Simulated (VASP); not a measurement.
Write the native input for VASP 6.6.1 that does the following.

```yaml
Task: single point
Functional: PBE
Dispersion: D3(BJ)
Potentials_or_basis: VASP PAW PBE potentials, release 64 (Ge_d, S)
Cutoff: 500 eV
k_mesh: 4 × 8 × 6
Occupations: gaussian, width 0.02 eV
Spin: no spin polarisation
Dipole_correction: no
Further_INCAR_settings: ALGO = Normal; EDIFF = 1e-06; NBANDS = 50
```

The structure of GeS lies in POSCAR:

```
GeS
1.0
   10.4175724105      0.0000000000      0.0000000000
    0.0000000000      3.6677170747      0.0000000000
    0.0000000000      0.0000000000      4.2038058041
Ge S
4 4
Direct
    0.1219203703      0.2500000000      0.1252668873
    0.3780796297      0.7500000000      0.6252668873
    0.6219203703      0.2500000000      0.3747331127
    0.8780796297      0.7500000000      0.8747331127
    0.8519825780      0.2500000000      0.4934593728
    0.6480174220      0.7500000000     -0.0065406272
    0.3519825780      0.2500000000      1.0065406272
    0.1480174220      0.7500000000      0.5065406272
```

One way to write it, as run:

INCAR

```
SYSTEM = GeS
ALGO = Normal
EDIFF = 1E-6
ENCUT = 500
GGA = PE
GGA_COMPAT = .False.
ISIF = 2
ISMEAR = 0
IVDW = 12
LASPH = .True.
LCHARG = .False.
LREAL = .False.
LWAVE = .False.
NBANDS = 50
NELM = 120
PREC = Accurate
SIGMA = 0.02
```

KPOINTS

```
k-points
0
Gamma
  4 8 6
  0 0 0
```

Potentials or basis: VASP PAW PBE potentials, release 64 (Ge_d, S).

Command:

```sh
$ cat potpaw_PBE.64/Ge_d/POTCAR potpaw_PBE.64/S/POTCAR > POTCAR
$ mpirun -np 1 vasp_std > vasp.out
```

Results of the run:

```yaml
Pressure: 1.9 GPa
Largest_force: 0.007 eV/Å
Band_gap_on_the_k_mesh: 0.98 eV (least direct gap 1.18 eV)
Dispersion_energy_per_atom: -0.327 eV
```

Wall time 5.4 min on 1 thread of Intel(R) Xeon(R) Platinum 8259CL CPU @ 2.50GHz (Skylake/Cascade Lake), on a shared host, peak memory 0.48 GiB.
